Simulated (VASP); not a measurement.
Input of a VASP 6.6.1 run:

Contents of INCAR:

```
PREC = Accurate ; ENCUT = 520
EDIFF = 1E-6 ; ISMEAR = -1
SIGMA = 0.03 ; LREAL = F
LASPH = T ; NELM = 60
ALGO = Normal ; ISIF = 2
LWAVE = F ; LCHARG = F
GGA = PS ; NBANDS = 31
```

KPOINTS

```
Automatic mesh
0
Gamma
  4 6 4
```

The input POSCAR:

```
SbAuCl4
1.0
    6.3158073750      0.0000000000      0.9642930456
    0.0000000000      3.8761390066      0.0000000000
    1.0271951551      0.0000000000      7.6040925726
Sb Au Cl
1 1 4
Direct
    0.0000000000      0.5000000000      0.5000000000
    0.0000000000      0.0000000000      0.0000000000
    0.2777458174      0.0000000000      0.3434146235
    0.1619029858      0.5000000000      0.7844556120
    0.8380970142      0.5000000000      0.2155443880
    0.7222541826      0.0000000000      0.6565853765
```

Potentials or basis: VASP PAW PBE potentials, release 64 (Sb, Au, Cl).

The run is started by

```bash
$ cat potpaw_PBE.64/Sb/POTCAR potpaw_PBE.64/Au/POTCAR potpaw_PBE.64/Cl/POTCAR > POTCAR
$ mpirun -np 1 vasp_std > vasp.out
```

(1) Predict the pressure.

(2) Estimate the band gap on the k mesh.

(3) What does it give for the largest force?

## Answers

(1) -0.1 GPa.

(2) 0.95 eV (least direct gap 1.01 eV).

(3) 0.015 eV/Å.

Caveat: the PAW data sets were made with another functional, which shifts forces and pressure a little; spin-orbit coupling is left out, which moves the levels of the heavy elements.
